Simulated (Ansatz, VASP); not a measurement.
Two plane-wave programs on HfN

```
Hf N
1.0
     0.00000    2.39345    2.45482
     2.39345    0.00000    2.45482
     2.39345    2.39345    0.00000
Hf N
1 1
Direct
  0.00000 0.00000 0.00000
  0.75000 0.75000 0.75000
```

Change from the starting cell: strain -0.025 along x and y, +0.000 along z, atoms carried along.

Alike in both runs: task single point; functional PBEsol; k mesh 16 × 16 × 16; occupations gaussian, width 0.15 eV; no spin polarisation.

|  | VASP | Ansatz |
| --- | --- | --- |
| version | VASP 6.6.1 | Ansatz 0.2.0 |
| potentials or method | VASP PAW PBE potentials, release 64 (Hf_pv, N), cutoff 520 eV | scalar-relativistic, plane waves, PAW |
| valence electrons in the cell | 15 | 31 |

VASP gave:

* gap on the k mesh at the Fermi level (eV): none
* pressure (GPa): 4.4
* traceless stress, the component that is largest in VASP (GPa): -2.67

**Question.** Which values does Ansatz return?

**Answer.** gap on the k mesh at the Fermi level (eV): none; pressure (GPa): 5.2; traceless stress, the component that is largest in VASP (GPa): -2.68.

VASP's potentials were made for PBE, not for PBEsol. A gap of «none» marks a metal or a gap that the smearing closes. VASP's potentials hold 15 valence electrons a cell and Ansatz's 31, so a difference there can come from the potentials and not from the codes.

Spin-orbit coupling is off throughout.
